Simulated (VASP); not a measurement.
A run of VASP 6.6.1 is set up as follows.

Contents of INCAR:

```
SYSTEM = O
PREC = Accurate
ENCUT = 520
EDIFF = 1E-6
ISMEAR = -1
SIGMA = 0.05
LREAL = .FALSE.
LASPH = .TRUE.
NELM = 150
ALGO = Normal
ISIF = 2
LWAVE = .FALSE.
LCHARG = .FALSE.
ISPIN = 2
MAGMOM = 1 1
LORBIT = 11
GGA = PS
IBRION = 2
NSW = 100
EDIFFG = -0.01
```

KPOINTS

```
regular mesh
0
G
  1 1 1
  0 0 0
```

The input POSCAR:

```
O
1.0
   11.0000000000      0.0000000000      0.0000000000
    0.0000000000     11.5000000000      0.0000000000
    0.0000000000      0.0000000000     12.0000000000
O
2
Direct
    0.5000000000      0.5000000000      0.4491670000
    0.5000000000      0.5000000000      0.5508330000
```

Potentials or basis: VASP PAW PBE potentials, release 64 (O).

The run is started by

```console
$ cat potpaw_PBE.64/O/POTCAR > POTCAR
$ mpirun -np 1 vasp_gam > vasp.out
```

Question: Predict the net moment.

Answer: 2.00 μB per cell.

Question: Predict the site moments.

Answer: O +0.81 μB.

Question: Estimate the energy gained by relaxing.

Answer: 1.0 meV/atom.

Forces in eV/Å, atoms in the order of the input:
```
O    0.000  0.000  0.004
O    0.000  0.000 -0.004
```

Caveat: the standard files for N, O and F lose accuracy on very short bonds; the PAW data sets were made with another functional, which shifts forces and pressure a little.
